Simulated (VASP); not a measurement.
# SnSe (Fm-3m) in VASP: notebook

The runs below take SnSe through single point, with PBEsol.

Everything below comes from runs of VASP 6.6.1. Logs are shortened: lines on timing, memory, paths and dates and some standing lists are left out, and cuts for length are marked.

## (1) The cell of the first run

Symmetry: Fm-3m, No. 225, cubic system. The conventional cell has a = 5.855 Å, b = 5.855 Å, c = 5.855 Å, α = 90.00°, β = 90.00°, γ = 90.00°. Sn (site symmetry m-3m) has 6 Se at 2.93 Å within 3.9 Å. Within 3.9 Å of Se (site symmetry m-3m) lie 6 Sn at 2.93 Å.

## (2) Single point, PBEsol

INCAR

```
  PREC = Accurate
  ENCUT = 500
  EDIFF = 1E-6
  ISMEAR = 0
  SIGMA = 0.01
  LREAL = False
  LASPH = True
  NELM = 120
  ALGO = Normal
  ISIF = 2
  LWAVE = False
  LCHARG = False
  GGA = PS
  NBANDS = 17
  GGA_COMPAT = False
```

KPOINTS

```
Automatic mesh
0
Gamma
  6 6 6
```

POSCAR

```
SnSe
1.0
    0.0000000000      2.9274923669      2.9274923669
    2.9274923669      0.0000000000      2.9274923669
    2.9274923669      2.9274923669      0.0000000000
Sn Se
1 1
Direct
    0.0000000000      0.0000000000      0.0000000000
    0.5000000000      0.5000000000      0.5000000000
```

Potentials or basis: VASP PAW PBE potentials, release 64 (Sn_d, Se).

Run with:

```bash
> cat potpaw_PBE.64/Sn_d/POTCAR potpaw_PBE.64/Se/POTCAR > POTCAR
> mpirun -np 1 vasp_std > vasp.out
```

OUTCAR:

```text
PREC = Accurate
   ENCUT = 500
   EDIFF = 1E-6
   ISMEAR = 0
   LREAL = False
   LASPH = True
   NELM = 120
   ISIF = 2
   GGA = PS

 ion  position               nearest neighbor table
   1  0.000  0.000  0.000-   2 2.93   2 2.93   2 2.93   2 2.93   2 2.93   2 2.93
   2  0.500  0.500  0.500-   1 2.93   1 2.93   1 2.93   1 2.93   1 2.93   1 2.93

  LATTYP: Found a face centered cubic cell.
 ALAT       =     5.8549847338

  Lattice vectors:

 A1 = (   0.0000000000,   2.9274923669,   2.9274923669)
 A2 = (   2.9274923669,   0.0000000000,   2.9274923669)
 A3 = (   2.9274923669,   2.9274923669,   0.0000000000)

Analysis of symmetry for initial positions (statically):
[... 5 lines left out ...]
 face centered cubic supercell.

 Subroutine GETGRP returns: Found 48 space group operations
 (whereof 48 operations were pure point group operations)
 out of a pool of 48 trial point group operations.

The static configuration has the point symmetry O_h .

Analysis of symmetry for dynamics (positions and initial velocities):
[... 5 lines left out ...]
 face centered cubic supercell.

 Subroutine GETGRP returns: Found 48 space group operations
 (whereof 48 operations were pure point group operations)
 out of a pool of 48 trial point group operations.

The dynamic configuration has the point symmetry O_h .

 Subroutine INISYM returns: Found 48 space group operations
 (whereof 48 operations are pure point group operations),
 and found     1 'primitive' translations

----------------------------------------------------------------------------------------

                                     Primitive cell

  volume of cell :      50.1785

  direct lattice vectors                    reciprocal lattice vectors
     0.000000000  2.927492367  2.927492367    -0.170794638  0.170794638  0.170794638
     2.927492367  0.000000000  2.927492367     0.170794638 -0.170794638  0.170794638
     2.927492367  2.927492367  0.000000000     0.170794638  0.170794638 -0.170794638

  length of vectors
     4.140099409  4.140099409  4.140099409     0.295824991  0.295824991  0.295824991

  position of ions in fractional coordinates (direct lattice)
     0.000000000  0.000000000  0.000000000
     0.500000000  0.500000000  0.500000000

  ion indices of the primitive-cell ions
   primitive index   ion index
                 1           1
                 2           2

----------------------------------------------------------------------------------------

 KPOINTS: Automatic mesh

Automatic generation of k-mesh.
 Grid dimensions read from file:
 generate k-points for:    6    6    6

 Generating k-lattice:

  Cartesian coordinates                     Fractional coordinates (reciprocal lattice)
    -0.028465773  0.028465773  0.028465773     0.166666667  0.000000000  0.000000000
     0.028465773 -0.028465773  0.028465773     0.000000000  0.166666667  0.000000000
     0.028465773  0.028465773 -0.028465773     0.000000000  0.000000000  0.166666667

  Length of vectors
     0.049304165  0.049304165  0.049304165

  Shift w.r.t. Gamma in fractional coordinates (k-lattice)
     0.000000000  0.000000000  0.000000000

 Subroutine IBZKPT returns following result:
 ===========================================

 Found     16 irreducible k-points:

 Following reciprocal coordinates:
            Coordinates               Weight
  0.000000  0.000000  0.000000      1.000000
  0.166667  0.000000  0.000000      8.000000
  0.333333  0.000000  0.000000      8.000000
  0.500000  0.000000  0.000000      4.000000
  0.166667  0.166667  0.000000      6.000000
  0.333333  0.166667  0.000000     24.000000
[... 8 lines left out ...]
 -0.333333  0.333333  0.166667     24.000000
 -0.333333  0.500000  0.166667     12.000000
   k-points           NKPTS =     16   k-points in BZ     NKDIM =     16   number of bands    NBANDS=     17
   number of dos      NEDOS =    301   number of ions     NIONS =      2
   total plane-waves  NPLWV =  27000
   dimension x,y,z NGX =    30 NGY =   30 NGZ =   30
   dimension x,y,z NGXF=    60 NGYF=   60 NGZF=   60
   ions per type =               1   1
   NGX,Y,Z   is equivalent  to a cutoff of  12.05, 12.05, 12.05 a.u.
   NGXF,Y,Z  is equivalent  to a cutoff of  24.09, 24.09, 24.09 a.u.
 SYSTEM =  unknown system
   PREC   = accura    normal or accurate (medium, high low for compatibility)
   ISTART =      0    job   : 0-new  1-cont  2-samecut
   ICHARG =      2    charge: 1-file 2-atom 10-const
   ISPIN  =      1    spin polarized calculation?
   LNONCOLLINEAR =      F non collinear calculations
   LSORBIT =      F    spin-orbit coupling
   LASPH  =      T    aspherical Exc in radial PAW
   ENCUT  =  500.0 eV  36.75 Ry    6.06 a.u.   7.55  7.55  7.55*2*pi/ulx,y,z
   NELM   =    120;   NELMIN=  2; NELMDL= -5     # of ELM steps
   EDIFF  = 0.1E-05   stopping-criterion for ELM
   LREAL  =      F    real-space projection
   EDIFFG = 0.1E-04   stopping-criterion for IOM
   NSW    =      0    number of steps for IOM
   IBRION =     -1    ionic relax: 0-MD 1-quasi-New 2-CG
   NFREE  =      0    steps in history (QN), initial steepest desc. (CG)
   ISIF   =      2    stress and relaxation
   ISYM   =      2    0-nonsym 1-usesym 2-fastsym
   POTIM  = 0.5000    time-step for ionic-motion
   TEBEG  =    0.0;   TEEND  =   0.0 temperature during run
   PSTRESS=    0.0 pullay stress
   NELECT =      20.0000    total number of electrons
   NUPDOWN=      -1.0000    fix difference up-down
   EMIN   =  10.00;   EMAX   =-10.00  energy-range for DOS
   EFERMI =   0.00;   METHOD = LEGACY
   ISMEAR =     0;   SIGMA  =   0.01  broadening in eV -4-tet -1-fermi 0-gaus
   EFERMI_NEDOS =   21; number of points for ismear=-14 and -15
   IALGO  =     38    algorithm
   IMIX   =      4    mixing-type and parameters
     AMIX     =   0.40;   BMIX     =  1.00
     AMIX_MAG =   1.60;   BMIX_MAG =  1.00
  volume/ion in A,a.u.               =      25.09       169.31
  Fermi-wavevector in a.u.,A,eV,Ry     =   1.204793  2.276728 19.749209  1.451526
  Thomas-Fermi vector in A             =   2.340508
   LORBIT       =      0    0 simple, 1 ext, 2 COOP (PROOUT), +10 PAW based schemes
   GGA     = PS    functional components
   LHFCALC =     F    Hartree Fock is set to
   AEXX    =    0.0000 exact exchange contribution
   IVDW    =     0    specifies the selected vdW correction
   LEPSILON=     F    determine dielectric tensor
   LRPA    =     F    only Hartree local field effects (RPA)
 non-spin polarized calculation
 Gauss-broadening in eV      SIGMA  =   0.01
  energy-cutoff  :      500.00
  volume of cell :       50.18
 maximum number of plane-waves:      1303
   NGX = 15   NGY = 15   NGZ = 15

 number of electron      20.0000008 magnetization

 Free energy of the ion-electron system (eV)
  ---------------------------------------------------
  ext. energy  EPLUGINS =         0.00000000
  ---------------------------------------------------
  free energy    TOTEN  =        -8.99283522 eV

  energy without entropy =       -8.99283522  energy(sigma->0) =       -8.99283522

 E-fermi :   6.2953     XC(G=0): -10.1626

 val. band max:        6.2487267584   @ k =   0.5000   0.0000   0.0000
 cond. band min:       7.2865747828   @ k =   0.5000   0.0000   0.0000
 fundamental gap:      1.0378480245
 Fermi energy:         6.2952809053

 k-point     1 :       0.0000    0.0000    0.0000
  band No.  band energies     occupation
      1     -15.0932      2.00000
      2     -15.0932      2.00000
      3     -15.0893      2.00000
      4     -15.0893      2.00000
      5     -15.0893      2.00000
      6      -8.0885      2.00000
[... 9 lines left out ...]
     16      12.1002      0.00000
     17      14.3299      0.00000

 k-point     2 :       0.1667    0.0000    0.0000
  band No.  band energies     occupation
      1     -15.0959      2.00000
      2     -15.0958      2.00000
      3     -15.0885      2.00000
      4     -15.0851      2.00000
      5     -15.0851      2.00000
      6      -7.8648      2.00000
[... 9 lines left out ...]
     16      12.7847      0.00000
     17      16.4319      0.00000

 k-point     3 :       0.3333    0.0000    0.0000
  band No.  band energies     occupation
      1     -15.1019      2.00000
      2     -15.1019      2.00000
      3     -15.0871      2.00000
      4     -15.0758      2.00000
      5     -15.0758      2.00000
      6      -7.3165      2.00000
[... 9 lines left out ...]
     16      14.5178      0.00000
     17      18.7341      0.00000

 k-point     4 :       0.5000    0.0000    0.0000
  band No.  band energies     occupation
      1     -15.1050      2.00000
      2     -15.1050      2.00000
      3     -15.0864      2.00000
      4     -15.0711      2.00000
      5     -15.0711      2.00000
      6      -6.9569      2.00000
[... 9 lines left out ...]
     16      16.6786      0.00000
     17      16.8038      0.00000

 k-point     5 :       0.1667    0.1667    0.0000
  band No.  band energies     occupation
      1     -15.1016      2.00000
      2     -15.0918      2.00000
      3     -15.0905      2.00000
      4     -15.0831      2.00000
      5     -15.0831      2.00000
      6      -7.7887      2.00000
[... 9 lines left out ...]
     16      13.9953      0.00000
     17      15.0082      0.00000

 k-point     6 :       0.3333    0.1667    0.0000
  band No.  band energies     occupation
      1     -15.1097      2.00000
      2     -15.0930      2.00000
      3     -15.0909      2.00000
      4     -15.0774      2.00000
      5     -15.0744      2.00000
      6      -7.3409      2.00000
[... 9 lines left out ...]
     16      15.5029      0.00000
     17      17.3259      0.00000
[... 121 lines left out ...]
 k-point    13 :       0.5000    0.5000    0.0000
  band No.  band energies     occupation
      1     -15.1394      2.00000
      2     -15.0992      2.00000
      3     -15.0822      2.00000
      4     -15.0636      2.00000
      5     -15.0636      2.00000
      6      -6.5874      2.00000
[... 9 lines left out ...]
     16      18.7395      0.00000
     17      19.2354      0.00000

 k-point    14 :       0.5000    0.3333    0.1667
  band No.  band energies     occupation
      1     -15.1175      2.00000
      2     -15.0935      2.00000
      3     -15.0891      2.00000
      4     -15.0734      2.00000
      5     -15.0706      2.00000
      6      -6.9153      2.00000
[... 9 lines left out ...]
     16      16.5004      0.00000
     17      17.1749      0.00000

 k-point    15 :      -0.3333    0.3333    0.1667
  band No.  band energies     occupation
      1     -15.1198      2.00000
      2     -15.0953      2.00000
      3     -15.0818      2.00000
      4     -15.0795      2.00000
      5     -15.0669      2.00000
      6      -6.6637      2.00000
[... 9 lines left out ...]
     16      17.9936      0.00000
     17      18.0761      0.00000

 k-point    16 :      -0.3333    0.5000    0.1667
  band No.  band energies     occupation
      1     -15.1294      2.00000
      2     -15.0906      2.00000
      3     -15.0891      2.00000
      4     -15.0728      2.00000
      5     -15.0636      2.00000
      6      -6.5635      2.00000
[... 9 lines left out ...]
     16      18.0044      0.00000
     17      19.3261      0.00000

------------------------ aborting loop because EDIFF is reached ----------------------------------------

  FORCE on cell =-STRESS in cart. coord.  units (eV):
  Direction    XX          YY          ZZ          XY          YZ          ZX
  --------------------------------------------------------------------------------------
  -------------------------------------------------------------------------------------
  Total        0.7797708      0.7797708      0.7797708     -0.0000000      0.0000000      0.0000000
  in kB       24.8977565     24.8977565     24.8977565     -0.0000000      0.0000000      0.0000000
  external PRESSURE =      24.8977565 kB  Pullay stress =       0.0000000 kB

 VOLUME and BASIS-vectors are now :
 -----------------------------------------------------------------------------
  energy-cutoff  :      500.00
  volume of cell :       50.18
      direct lattice vectors                 reciprocal lattice vectors
     0.000000000  2.927492367  2.927492367    -0.170794638  0.170794638  0.170794638
     2.927492367  0.000000000  2.927492367     0.170794638 -0.170794638  0.170794638
     2.927492367  2.927492367  0.000000000     0.170794638  0.170794638 -0.170794638

 POSITION                                       TOTAL-FORCE (eV/Angst)
 -----------------------------------------------------------------------------------
      0.00000      0.00000      0.00000         0.000000      0.000000      0.000000
      2.92749      2.92749      2.92749         0.000000      0.000000      0.000000
 -----------------------------------------------------------------------------------
    total drift:                               -0.000000      0.000000      0.000000

  FREE ENERGIE OF THE ION-ELECTRON SYSTEM (eV)
  ---------------------------------------------------
  free  energy   TOTEN  =        -8.9928352174 eV

  energy  without entropy=       -8.9928352174  energy(sigma->0) =       -8.99283522
```

Wall time 22 s (1 thread of Intel Xeon 8259CL, shared host); peak memory 0.17 GiB.

Results:

```yaml
Free_energy: -8.9928 eV
Pressure: 2.5 GPa
Band_gap_on_the_k_mesh: 1.04 eV, direct
```

Caveat: the PAW data sets were made with another functional, which shifts forces and pressure a little; spin-orbit coupling is left out, which moves the levels of the heavy elements.

## (3) Single point, PBEsol

This run uses another cell than the first one, of 25.82 Å³/atom, 1.029 times its volume.

INCAR

```
PREC     = Accurate       # precision mode
ENCUT    = 500            # plane-wave cutoff, eV
EDIFF    = 1E-6           # SCF threshold, eV
ISMEAR   = 0              # smearing method
SIGMA    = 0.01           # smearing width, eV
LREAL    = F              # projectors in reciprocal space
LASPH    = T              # aspherical terms in the spheres
NELM     = 120            # most SCF steps
ALGO     = Normal         # electronic algorithm
ISIF     = 2              # what is computed and relaxed
LWAVE    = F              # write WAVECAR
LCHARG   = F              # write CHGCAR
GGA      = PS             # functional
NBANDS   = 17             # bands
GGA_COMPAT= F
```

KPOINTS is that of step 2.

POSCAR

```
SnSe
1.0
    0.0000000000      2.9555083502      2.9555083502
    2.9555083502      0.0000000000      2.9555083502
    2.9555083502      2.9555083502      0.0000000000
Sn Se
1 1
Direct
    0.0000000000      0.0000000000      0.0000000000
    0.5000000000      0.5000000000      0.5000000000
```

Potentials or basis: VASP PAW PBE potentials, release 64 (Sn_d, Se).

Run with:

```bash
> cat potpaw_PBE.64/Sn_d/POTCAR potpaw_PBE.64/Se/POTCAR > POTCAR
> mpirun -np 1 vasp_std > vasp.out
```

Wall time 28 s (1 thread of Intel Xeon 8259CL, shared host); peak memory 0.17 GiB.

The run converged. Its results:

| Property | Result |
| --- | --- |
| Free energy | -9.0074 eV |
| Pressure | 0.7 GPa |
| Band gap on the k mesh | 0.90 eV, direct |

Levels at points of the mesh, in eV from the valence-band top:
```csv
k point,band 8,band 9,band 10,band 11,band 12,band 13
"(0.00, 0.00, 0.00)",-2.22,-2.22,-2.22,4.62,4.62,4.62
"(0.50, 0.00, 0.00)",-1.97,-1.97,0.00,0.90,1.30,1.30
"(0.50, 0.50, 0.00)",-5.77,-3.79,-3.79,2.86,5.76,5.76
```

Caveat: the PAW data sets were made with another functional, which shifts forces and pressure a little; spin-orbit coupling is left out, which moves the levels of the heavy elements.

## (4) Single point, PBEsol

This run uses another cell than the first one, of 26.54 Å³/atom, 1.058 times its volume.

INCAR

```
  PREC = Accurate
  ENCUT = 500
  EDIFF = 1E-6
  ISMEAR = 0
  SIGMA = 0.01
  LREAL = False
  LASPH = True
  NELM = 120
  ALGO = Normal
  ISIF = 2
  LWAVE = False
  LCHARG = True
  GGA = PS
  LELF = True
  LVHAR = True
  NBANDS = 17
  GGA_COMPAT = False
```

KPOINTS is that of step 3.

POSCAR

```
SnSe
1.0
    0.0000000000      2.9830030300      2.9830030300
    2.9830030300      0.0000000000      2.9830030300
    2.9830030300      2.9830030300      0.0000000000
Sn Se
1 1
Direct
    0.0000000000      0.0000000000      0.0000000000
    0.5000000000      0.5000000000      0.5000000000
```

Run with:

```bash
> cat potpaw_PBE.64/Sn_d/POTCAR potpaw_PBE.64/Se/POTCAR > POTCAR
> mpirun -np 1 vasp_std > vasp.out
```

Run time: 26 s. Hardware: 1 thread of Intel Xeon 8259CL, shared host; peak memory 0.18 GiB.

It converged, with:

- Free energy: -9.0066 eV
- Pressure: -0.9 GPa
- Band gap on the k mesh: 0.77 eV, direct

Levels at points of the mesh, in eV from the valence-band top:
```csv
k point,band 7,band 8,band 9,band 10,band 11,band 12,band 13,band 14
"(0.00, 0.00, 0.00)",-4.92,-2.16,-2.16,-2.16,4.49,4.49,4.49,5.88
"(0.50, 0.00, 0.00)",-8.12,-1.91,-1.91,0.00,0.77,1.30,1.30,8.30
"(0.50, 0.50, 0.00)",-5.94,-5.59,-3.68,-3.68,2.93,5.58,5.58,6.20
```

Caveat: the PAW data sets were made with another functional, which shifts forces and pressure a little; spin-orbit coupling is left out, which moves the levels of the heavy elements. A k mesh can miss the band edges.

## (5) Overview

| cell | gap on the mesh (eV) | pressure (GPa) |
| --- | --- | --- |
| a = 4.140 Å, angles 60.0°, 2 atoms | 1.04 | 2.5 |
| a = 4.180 Å, angles 60.0°, 2 atoms | 0.90 | 0.7 |
| a = 4.219 Å, angles 60.0°, 2 atoms | 0.77 | -0.9 |

Alike in all rows: task single point; level PBEsol; potentials or basis VASP PAW PBE potentials, release 64 (Sn_d, Se); no spin polarisation; k mesh 6 × 6 × 6; cutoff (eV) 500; smearing gaussian 0.01 eV.

Caveats: the PAW data sets were made with another functional, which shifts forces and pressure a little; spin-orbit coupling is left out, which moves the levels of the heavy elements.

Absolute energies hang on the potentials; compare differences alone.
